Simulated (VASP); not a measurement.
Rh: single point with LDA

Crystal: Rh.

```
CELL_PARAMETERS angstrom
0.00000 1.90983 1.90983
1.90983 0.00000 1.90983
1.90983 1.90983 0.00000
ATOMIC_POSITIONS crystal
Rh 0.00000 0.00000 0.00000
```

```json
{"Program": "VASP 6.6.1", "Task": "single point", "Functional": "LDA", "Potentials or basis": "VASP PAW LDA potentials, release 64 (Rh_pv)", "Cutoff": "500 eV", "k mesh": "22 × 22 × 22", "Occupations": "gaussian, width 0.15 eV", "Spin": "no spin polarisation", "Dipole correction": "no", "Further INCAR settings": "ALGO = Normal; EDIFF = 1e-06; NBANDS = 14"}
```

| Item | Value |
| --- | --- |
| Pressure | -13.6 GPa |
| Band gap on the k mesh | zero (an odd number of electrons rules out a gap without spin polarisation) |

Levels at points of the mesh, in eV from the Fermi level:
```
           k point  band 5  band 6  band 7  band 8  band 9  band 10
(0.00, 0.00, 0.00)   -3.04   -3.04   -3.04   -0.96   -0.96    15.96
(0.50, 0.00, 0.00)   -3.11   -3.11    0.57    0.57    0.71     8.45
(0.50, 0.50, 0.00)   -5.87    0.55    0.97    0.97    3.19    12.07
```

It took 44 s on 1 thread of AMD EPYC 7R43 64-Core Processor (Zen 3) (shared host), peak memory 0.13 GiB.

Caveat: the cell stands under tension.
